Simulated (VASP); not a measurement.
Set up this calculation in VASP 6.6.1, as the native input.

```
Task                   : single point
Functional             : r2SCAN
Potentials or basis    : VASP PAW PBE potentials, release 64 (Si, O)
Cutoff                 : 520 eV
k mesh                 : 8 × 8 × 11
Occupations            : fermi-dirac, width 0.08 eV
Spin                   : no spin polarisation
Dipole correction      : no
Further INCAR settings : ALGO = Normal; EDIFF = 1e-06; NBANDS = 25
```

The system is SiO2 (rutile type).

```xyz
6
Lattice="3.5385 0.0000 0.0000 0.0000 3.5385 0.0000 0.0000 0.0000 2.3148" Properties=species:S:1:pos:R:3 pbc="T T T"
Si    0.0000    0.0000    0.0000
Si    1.7692    1.7692    1.1574
O     1.0551    1.0551    0.0000
O     2.4834    2.4834    0.0000
O     2.8243    0.7142    1.1574
O     0.7142    2.8243    1.1574
```

One way to write it, as run:

POSCAR

```
SiO2
1.0
    3.5384755642      0.0000000000      0.0000000000
    0.0000000000      3.5384755642      0.0000000000
    0.0000000000      0.0000000000      2.3147622307
Si O
2 4
Direct
    0.0000000000      0.0000000000      0.0000000000
    0.5000000000      0.5000000000      0.5000000000
    0.2981708293      0.2981708293      0.0000000000
    0.7018291707      0.7018291707      0.0000000000
    0.7981708293      0.2018291707      0.5000000000
    0.2018291707      0.7981708293      0.5000000000
```

INCAR.step1

```
  PREC = Accurate
  ENCUT = 520
  ISMEAR = -1
  SIGMA = 0.08
  LREAL = False
  LASPH = True
  NELM = 80
  NBANDS = 25
  GGA = PE
  ALGO = Normal
  EDIFF = 1E-4
  LWAVE = True
  LCHARG = False
```

INCAR.step2

```
  PREC = Accurate
  ENCUT = 520
  EDIFF = 1E-6
  ISMEAR = -1
  SIGMA = 0.08
  LREAL = False
  LASPH = True
  NELM = 80
  ALGO = Normal
  ISIF = 2
  LWAVE = False
  LCHARG = False
  METAGGA = R2SCAN
  LMIXTAU = True
  NBANDS = 25
  ISTART = 1
```

KPOINTS

```
regular mesh
0
Gamma
  8 8 11
```

Potentials or basis: VASP PAW PBE potentials, release 64 (Si, O).

Command:

```bash
$ cat potpaw_PBE.64/Si/POTCAR potpaw_PBE.64/O/POTCAR > POTCAR
$ cp INCAR.step1 INCAR
$ mpirun -np 1 vasp_std > vasp.out
$ cp INCAR.step2 INCAR
$ mpirun -np 1 vasp_std > vasp.out
```

Results of the run:

```yaml
Pressure: 407.2 GPa
Largest_force: 0.075 eV/Å
Band_gap_on_the_k_mesh: 8.18 eV, direct
```

Caveat: the PAW data sets were made with another functional, which shifts forces and pressure a little.

Wall time 3 min on 1 thread of Intel(R) Xeon(R) Platinum 8488C (Sapphire Rapids) (shared host), peak memory 0.17 GiB.
